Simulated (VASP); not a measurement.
Runs of VASP 6.6.1 on V. The structure is that of space group Pm-3m (No. 221), or close to it. The cells are those of the table. This isn't the form of V at room conditions, which is bcc.

```csv
cell,gap on the mesh (eV),pressure (GPa)
"a = 2.433 Å, 1 atom",none,3.1
"a = 2.497 Å, 1 atom",none,-7.1
"a = 2.481 Å, 1 atom",none,-4.9
"a = 2.465 Å, 1 atom",none,(b)
"a = 2.416 Å, 1 atom",none,6.3
"a = 2.449 Å, 1 atom",none,(a)
```

Alike in all rows: task single point; level PBE; potentials or basis VASP PAW PBE potentials, release 64 (V_sv); no spin polarisation; k mesh 22 × 22 × 22; cutoff (eV) 520; smearing fermi-dirac 0.0612256 eV.

Q: Fill in the values left out.

A: (a) 0.1; (b) -2.5.

Caveats: the cell stands under pressure (at least some runs); the cell stands under tension (at least some runs).

A gap of «none» marks levels without a gap at the run's occupations.
